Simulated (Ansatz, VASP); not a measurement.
## One calculation of AlN, two programs

Contents of INCAR:

```
ALGO = Normal
EDIFF = 1E-6
EDIFFG = -0.01
ENCUT = 520
GGA = PE
IBRION = 2
ISIF = 2
ISMEAR = 0
LASPH = True
LCHARG = False
LREAL = False
LWAVE = False
NELM = 60
NSW = 50
PREC = Accurate
SIGMA = 0.05
```

KPOINTS

```
k-points
0
Gamma
  9 9 6
```

The input POSCAR:

```
AlN
1.0
    3.2238000000      0.0000000000      0.0000000000
   -1.6119000000      2.7918926967      0.0000000000
    0.0000000000      0.0000000000      4.6156000000
Al N
2 2
Direct
    0.3333333333      0.6666666667      0.0017290859
    0.6666666667      0.3333333333      0.5017290859
    0.3333333333      0.6666666667      0.3832709141
    0.6666666667      0.3333333333      0.8832709141
```

Input for Ansatz:

```yaml
crystal:
  lattice:
    - [3.2238, 0.0, 0.0]
    - [-1.6119, 2.7918926967, 0.0]
    - [0.0, 0.0, 4.6156]
  atoms:
    - { symbol: Al, position: [0.3333333333, 0.6666666667, 0.0017290859] }
    - { symbol: Al, position: [0.6666666667, 0.3333333333, 0.5017290859] }
    - { symbol: "N", position: [0.3333333333, 0.6666666667, 0.3832709141] }
    - { symbol: "N", position: [0.6666666667, 0.3333333333, 0.8832709141] }
basis:
  ecutwfc: 520.0
kpoints:
  mp_grid: { grid: [9, 9, 6] }
hamiltonian:
  xc: pbe
  pseudopotentials: { kind: paw, azcp: { folder: soft_1 } }
scf:
  occupations: { method: gaussian, width: 0.05 }
output:
  forces: true
  stress: true
  eigenvalues: true
relax:
  adjacent_minimum: "off"
  f_tol: 0.01
  max_steps: 30
```

Alike in both runs: task relaxation of the atoms; functional PBE; k mesh 9 × 9 × 6; occupations gaussian, width 0.05 eV; no spin polarisation.

|  | VASP | Ansatz |
| --- | --- | --- |
| version | VASP 6.6.1 | Ansatz 0.2.0 |
| potentials or method | VASP PAW PBE potentials, release 64 (Al, N), cutoff 520 eV | scalar-relativistic, plane waves, PAW |
| valence electrons in the cell | 16 | 16 |

```csv
,VASP,Ansatz,Ansatz less VASP
"gap on the k mesh at the Fermi level, each at its own relaxed structure (eV)",3.53,3.52,-0.008
```

Ansatz's warnings: stress scf threshold loose.
